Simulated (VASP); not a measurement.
# In2O3 (R-3c) in VASP: notebook

The runs below take In2O3 through single point, with PBE, r2SCAN.

All numbers are computed with VASP 6.6.1; they aren't measurements. Logs are shortened: lines on timing, memory, paths and dates and some standing lists are left out, and cuts for length are marked.

## (1) The cell of the first run

The structure is trigonal, space group R-3c (No. 167). The conventional cell has a = 5.673 Å, b = 5.673 Å, c = 14.997 Å, α = 90.00°, β = 90.00°, γ = 120.00°. Within 2.9 Å of In (site symmetry 3) lie 6 O at 2.20 to 2.32 Å. O (site symmetry 2) has 4 In at 2.20 to 2.32 Å and 8 O at 2.92 to 3.20 Å within 3.3 Å.

## (2) Single point, PBE (strain +3.0%)

Input file INCAR:

```
SYSTEM = In2O3
ALGO = Normal ; EDIFF = 1E-7
ENCUT = 520 ; GGA = PE
ISIF = 2 ; ISMEAR = -1
LASPH = .TRUE. ; LCHARG = .TRUE.
LELF = .TRUE. ; LREAL = .FALSE.
LVHAR = .TRUE. ; LWAVE = .FALSE.
NBANDS = 55 ; NELM = 100
PREC = Accurate ; SIGMA = 0.02
```

Input file KPOINTS:

```
k-points
0
G
  6 6 6
  0 0 0
```

Input file POSCAR:

```
In2O3
1.0
    2.8365217899      1.6376666190      4.9990628420
   -2.8365217899      1.6376666190      4.9990628420
    0.0000000000     -3.2753332379      4.9990628420
In O
4 6
Direct
    0.6440212614      0.6440212614      0.6440212614
    0.8559787386      0.8559787386      0.8559787386
    0.3559787386      0.3559787386      0.3559787386
    0.1440212614      0.1440212614      0.1440212614
    0.0470990203      0.7500000000      0.4529009797
    0.7500000000      0.4529009797      0.0470990203
    0.4529009797      0.0470990203      0.7500000000
    0.9529009797      0.2500000000      0.5470990203
    0.5470990203      0.9529009797      0.2500000000
    0.2500000000      0.5470990203      0.9529009797
```

Potentials or basis: VASP PAW PBE potentials, release 64 (In_d, O).

Launch:

```bash
$ cat potpaw_PBE.64/In_d/POTCAR potpaw_PBE.64/O/POTCAR > POTCAR
$ mpirun -np 1 vasp_std > vasp.out
```

OUTCAR:

```text
SYSTEM = In2O3
   EDIFF = 1E-7
   ENCUT = 520
   GGA = PE
   ISIF = 2
   ISMEAR = -1
   LASPH = .TRUE.
   LREAL = .FALSE.
   NELM = 100
   PREC = Accurate

 ion  position               nearest neighbor table
   1  0.644  0.644  0.644-   8 2.20   9 2.20  10 2.20   6 2.32   7 2.32   5 2.32   2 3.18   3 3.35
                             3 3.35   3 3.35   2 3.75   2 3.75   2 3.75
   2  0.856  0.856  0.856-  10 2.20   9 2.20   8 2.20   5 2.32   7 2.32   6 2.32   1 3.18   4 3.35
                             4 3.35   4 3.35   1 3.75   1 3.75   1 3.75
   3  0.356  0.356  0.356-   5 2.20   7 2.20   6 2.20  10 2.32   9 2.32   8 2.32   4 3.18   1 3.35
                             1 3.35   1 3.35   4 3.75   4 3.75   4 3.75
   4  0.144  0.144  0.144-   6 2.20   7 2.20   5 2.20   8 2.32   9 2.32  10 2.32   3 3.18   2 3.35
                             2 3.35   2 3.35   3 3.75   3 3.75   3 3.75
   5  0.047  0.750  0.453-   3 2.20   4 2.20   2 2.32   1 2.32
   6  0.750  0.453  0.047-   4 2.20   3 2.20   1 2.32   2 2.32
   7  0.453  0.047  0.750-   3 2.20   4 2.20   1 2.32   2 2.32
   8  0.953  0.250  0.547-   1 2.20   2 2.20   4 2.32   3 2.32
   9  0.547  0.953  0.250-   1 2.20   2 2.20   3 2.32   4 2.32
  10  0.250  0.547  0.953-   2 2.20   1 2.20   3 2.32   4 2.32

  LATTYP: Found a trigonal (rhomboedric) cell.
 ALAT       =     5.9764903679
 COS(alpha) =     0.5494844392

  Lattice vectors:

 A1 = (   2.8365217899,   1.6376666190,   4.9990628420)
 A2 = (  -2.8365217899,   1.6376666190,   4.9990628420)
 A3 = (   0.0000000000,  -3.2753332379,   4.9990628420)

Analysis of symmetry for initial positions (statically):
=====================================================================
 Subroutine PRICEL returns:
 Original cell was already a primitive cell.

 Routine SETGRP: Setting up the symmetry group for a
 trigonal (rhombohedral) supercell.

 Subroutine GETGRP returns: Found 12 space group operations
 (whereof  6 operations were pure point group operations)
 out of a pool of 12 trial point group operations.

The static configuration has the point symmetry S_6 .
 The point group associated with its full space group is D_3d.

Analysis of symmetry for dynamics (positions and initial velocities):
=====================================================================
 Subroutine PRICEL returns:
 Original cell was already a primitive cell.

 Routine SETGRP: Setting up the symmetry group for a
 trigonal (rhombohedral) supercell.

 Subroutine GETGRP returns: Found 12 space group operations
 (whereof  6 operations were pure point group operations)
 out of a pool of 12 trial point group operations.

The dynamic configuration has the point symmetry S_6 .
 The point group associated with its full space group is D_3d.

 Subroutine INISYM returns: Found 12 space group operations
 (whereof  6 operations are pure point group operations),
 and found     1 'primitive' translations

----------------------------------------------------------------------------------------

                                     Primitive cell

  volume of cell :     139.3322

  direct lattice vectors                    reciprocal lattice vectors
     2.836521790  1.637666619  4.999062842     0.176272222  0.101770815  0.066679164
    -2.836521790  1.637666619  4.999062842    -0.176272222  0.101770815  0.066679164
     0.000000000 -3.275333238  4.999062842     0.000000000 -0.203541630  0.066679164

  length of vectors
     5.976490368  5.976490368  5.976490368     0.214185215  0.214185215  0.214185215

  position of ions in fractional coordinates (direct lattice)
     0.644021261  0.644021261  0.644021261
     0.855978739  0.855978739  0.855978739
     0.355978739  0.355978739  0.355978739
     0.144021261  0.144021261  0.144021261
     0.047099020  0.750000000  0.452900980
     0.750000000  0.452900980  0.047099020
     0.452900980  0.047099020  0.750000000
     0.952900980  0.250000000  0.547099020
     0.547099020  0.952900980  0.250000000
     0.250000000  0.547099020  0.952900980

  ion indices of the primitive-cell ions
   primitive index   ion index
                 1           1
                 2           2
                 3           3
                 4           4
                 5           5
                 6           6
                 7           7
                 8           8
                 9           9
                10          10

----------------------------------------------------------------------------------------

 KPOINTS: k-points

Automatic generation of k-mesh.
 Grid dimensions read from file:
 generate k-points for:    6    6    6

 Generating k-lattice:

  Cartesian coordinates                     Fractional coordinates (reciprocal lattice)
     0.029378704  0.016961803  0.011113194     0.166666667 -0.000000000  0.000000000
    -0.029378704  0.016961803  0.011113194    -0.000000000  0.166666667  0.000000000
     0.000000000 -0.033923605  0.011113194     0.000000000  0.000000000  0.166666667

  Length of vectors
     0.035697536  0.035697536  0.035697536

  Shift w.r.t. Gamma in fractional coordinates (k-lattice)
     0.000000000  0.000000000  0.000000000

 Subroutine IBZKPT returns following result:
 ===========================================

 Found     32 irreducible k-points:

 Following reciprocal coordinates:
            Coordinates               Weight
  0.000000  0.000000  0.000000      1.000000
  0.166667 -0.000000  0.000000      6.000000
  0.333333 -0.000000  0.000000      6.000000
  0.500000 -0.000000  0.000000      3.000000
  0.166667  0.166667  0.000000      6.000000
  0.333333  0.166667  0.000000     12.000000
[... 16 lines left out ...]
  0.500000  0.500000  0.166667      6.000000
 -0.333333  0.500000  0.166667     12.000000
 [... further k-points ...]
   k-points           NKPTS =     32   k-points in BZ     NKDIM =     32   number of bands    NBANDS=     55
   number of dos      NEDOS =    301   number of ions     NIONS =     10
   total plane-waves  NPLWV = 110592
   dimension x,y,z NGX =    48 NGY =   48 NGZ =   48
   dimension x,y,z NGXF=    96 NGYF=   96 NGZF=   96
   ions per type =               4   6
   NGX,Y,Z   is equivalent  to a cutoff of  13.35, 13.35, 13.35 a.u.
   NGXF,Y,Z  is equivalent  to a cutoff of  26.70, 26.70, 26.70 a.u.
 SYSTEM =  In2O3
   PREC   = accura    normal or accurate (medium, high low for compatibility)
   ISTART =      0    job   : 0-new  1-cont  2-samecut
   ICHARG =      2    charge: 1-file 2-atom 10-const
   ISPIN  =      1    spin polarized calculation?
   LNONCOLLINEAR =      F non collinear calculations
   LSORBIT =      F    spin-orbit coupling
   LASPH  =      T    aspherical Exc in radial PAW
   ENCUT  =  520.0 eV  38.22 Ry    6.18 a.u.  11.11 11.11 11.11*2*pi/ulx,y,z
   NELM   =    100;   NELMIN=  2; NELMDL= -5     # of ELM steps
   EDIFF  = 0.1E-06   stopping-criterion for ELM
   LREAL  =      F    real-space projection
   EDIFFG = 0.1E-05   stopping-criterion for IOM
   NSW    =      0    number of steps for IOM
   IBRION =     -1    ionic relax: 0-MD 1-quasi-New 2-CG
   NFREE  =      0    steps in history (QN), initial steepest desc. (CG)
   ISIF   =      2    stress and relaxation
   ISYM   =      2    0-nonsym 1-usesym 2-fastsym
   POTIM  = 0.5000    time-step for ionic-motion
   TEBEG  =    0.0;   TEEND  =   0.0 temperature during run
   PSTRESS=    0.0 pullay stress
   NELECT =      88.0000    total number of electrons
   NUPDOWN=      -1.0000    fix difference up-down
   EMIN   =  10.00;   EMAX   =-10.00  energy-range for DOS
   EFERMI =   0.00;   METHOD = LEGACY
   ISMEAR =    -1;   SIGMA  =   0.02  broadening in eV -4-tet -1-fermi 0-gaus
   EFERMI_NEDOS =   21; number of points for ismear=-14 and -15
   IALGO  =     38    algorithm
   IMIX   =      4    mixing-type and parameters
     AMIX     =   0.40;   BMIX     =  1.00
     AMIX_MAG =   1.60;   BMIX_MAG =  1.00
  volume/ion in A,a.u.               =      13.93        94.03
  Fermi-wavevector in a.u.,A,eV,Ry     =   1.404598  2.654304 26.842855  1.972894
  Thomas-Fermi vector in A             =   2.527143
   LORBIT       =      0    0 simple, 1 ext, 2 COOP (PROOUT), +10 PAW based schemes
   GGA     = PE    functional components
   LHFCALC =     F    Hartree Fock is set to
   AEXX    =    0.0000 exact exchange contribution
   IVDW    =     0    specifies the selected vdW correction
   LEPSILON=     F    determine dielectric tensor
   LRPA    =     F    only Hartree local field effects (RPA)
 non-spin polarized calculation
  energy-cutoff  :      520.00
  volume of cell :      139.33
 maximum number of plane-waves:      3775
 NGX is ok and might be reduce to    48
   NGX = 23   NGY = 23   NGZ = 23

 number of electron      88.0000009 magnetization

 Free energy of the ion-electron system (eV)
  ---------------------------------------------------
  ext. energy  EPLUGINS =         0.00000000
  ---------------------------------------------------
  free energy    TOTEN  =       -55.34127248 eV

  energy without entropy =      -55.34127248  energy(sigma->0) =      -55.34127248

 E-fermi :   4.8468     XC(G=0): -10.7072

 val. band max:        4.4993128254   @ k =  -0.1667   0.1667   0.0000
 cond. band min:       5.1383068306   @ k =   0.0000   0.0000   0.0000
 fundamental gap:      0.6389940052
 Fermi energy:         4.8468308336

 k-point     1 :       0.0000    0.0000    0.0000
  band No.  band energies     occupation
      1     -12.5607      2.00000
      2     -11.8498      2.00000
      3     -11.8498      2.00000
      4     -11.6697      2.00000
      5     -11.6697      2.00000
      6     -11.5886      2.00000
[... 47 lines left out ...]
     54      13.8619      0.00000
     55      14.3064      0.00000

 k-point     2 :       0.1667   -0.0000    0.0000
  band No.  band energies     occupation
      1     -12.4977      2.00000
      2     -11.8415      2.00000
      3     -11.8371      2.00000
      4     -11.7225      2.00000
      5     -11.6835      2.00000
      6     -11.6139      2.00000
[... 47 lines left out ...]
     54      14.3120      0.00000
     55      14.4018      0.00000

 k-point     3 :       0.3333   -0.0000    0.0000
  band No.  band energies     occupation
      1     -12.3273      2.00000
      2     -11.8797      2.00000
      3     -11.8130      2.00000
      4     -11.7993      2.00000
      5     -11.7208      2.00000
      6     -11.6710      2.00000
[... 1152 lines left out ...]
 k-point    23 :       0.5000    0.5000    0.1667
  band No.  band energies     occupation
      1     -12.2063      2.00000
      2     -12.0016      2.00000
      3     -11.8517      2.00000
      4     -11.7705      2.00000
      5     -11.7332      2.00000
      6     -11.6134      2.00000
[... 47 lines left out ...]
     54      14.8693      0.00000
     55      15.3211      0.00000

 k-point    24 :      -0.3333    0.5000    0.1667
  band No.  band energies     occupation
      1     -12.1500      2.00000
      2     -12.0366      2.00000
      3     -11.8610      2.00000
      4     -11.8000      2.00000
      5     -11.6993      2.00000
      6     -11.6213      2.00000
[... 47 lines left out ...]
     54      14.5875      0.00000
     55      15.0928      0.00000

 [... further k-points ...]
[... 5 lines left out ...]
  --------------------------------------------------------------------------------------
  -------------------------------------------------------------------------------------
  Total       -6.1848251     -6.1848251     -4.6457334      0.0000000     -0.0000000      0.0000000
  in kB      -71.1191468    -71.1191468    -53.4211702      0.0000000     -0.0000000      0.0000000
  external PRESSURE =     -65.2198212 kB  Pullay stress =       0.0000000 kB

 VOLUME and BASIS-vectors are now :
 -----------------------------------------------------------------------------
  energy-cutoff  :      520.00
  volume of cell :      139.33
      direct lattice vectors                 reciprocal lattice vectors
     2.836521790  1.637666619  4.999062842     0.176272222  0.101770815  0.066679164
    -2.836521790  1.637666619  4.999062842    -0.176272222  0.101770815  0.066679164
     0.000000000 -3.275333238  4.999062842     0.000000000 -0.203541630  0.066679164

 POSITION                                       TOTAL-FORCE (eV/Angst)
 -----------------------------------------------------------------------------------
      0.00000      0.00000      9.65851        -0.000000     -0.000000     -0.083316
      0.00000      0.00000     12.83727        -0.000000      0.000000      0.083316
      0.00000      0.00000      5.33868        -0.000000      0.000000      0.083316
      0.00000      0.00000      2.15991        -0.000000     -0.000000     -0.083316
     -1.99379     -0.17802      6.24883         0.001418      0.002457     -0.000000
      0.84273      1.81569      6.24883         0.001418     -0.002457     -0.000000
      1.15107     -1.63767      6.24883        -0.002837      0.000000     -0.000000
      1.99379      0.17802      8.74836        -0.001418     -0.002457     -0.000000
     -1.15107      1.63767      8.74836         0.002837      0.000000     -0.000000
     -0.84273     -1.81569      8.74836        -0.001418      0.002457     -0.000000
 -----------------------------------------------------------------------------------
    total drift:                               -0.000000     -0.000000      0.000000

  FREE ENERGIE OF THE ION-ELECTRON SYSTEM (eV)
  ---------------------------------------------------
  free  energy   TOTEN  =       -55.3412724825 eV

  energy  without entropy=      -55.3412724795  energy(sigma->0) =      -55.34127248
```

Run time: 2.9 min. Hardware: 1 thread of Intel Xeon Platinum 8559C (Emerald Rapids), shared host; peak memory 0.41 GiB.

Results:

* Free energy: -55.3413 eV
* Pressure: -6.5 GPa
* Largest force: 0.083 eV/Å
* Band gap on the k mesh: 0.64 eV (least direct gap 0.76 eV)

Forces in eV/Å, atoms in the order of the input:
```
In   0.000  0.000 -0.083
In   0.000  0.000  0.083
In   0.000  0.000  0.083
In   0.000  0.000 -0.083
O    0.001  0.002  0.000
O    0.001 -0.002  0.000
O   -0.003  0.000  0.000
O   -0.001 -0.002  0.000
O    0.003  0.000  0.000
O   -0.001  0.002  0.000
```

Stress tensor (GPa, compression positive):
```
-7.11  0.00  0.00
 0.00 -7.11  0.00
 0.00  0.00 -5.34
```

Levels at points of the mesh, in eV from the valence-band top:
```
           k point  band 41  band 42  band 43  band 44  band 45  band 46  band 47  band 48
(0.00, 0.00, 0.00)    -0.22    -0.22    -0.12    -0.12     0.64     5.08     5.40     6.57
(0.50, 0.00, 0.00)    -0.70    -0.70    -0.06    -0.06     4.26     4.26     5.16     5.16
(0.50, 0.50, 0.00)    -0.49    -0.35    -0.11    -0.05     4.40     4.82     5.61     5.83
(0.50, 0.50, 0.50)    -0.19    -0.19    -0.19    -0.19     3.77     3.77     6.23     6.23
```

Caveat: the cell differs from its parent crystal (strain +3.0%); the cell stands under tension; semilocal functionals underestimate gaps, and a narrow one can read as zero; spin-orbit coupling is left out, which moves the levels of the heavy elements. A k mesh can miss the band edges.

(Part 1 of 2 ends here.)
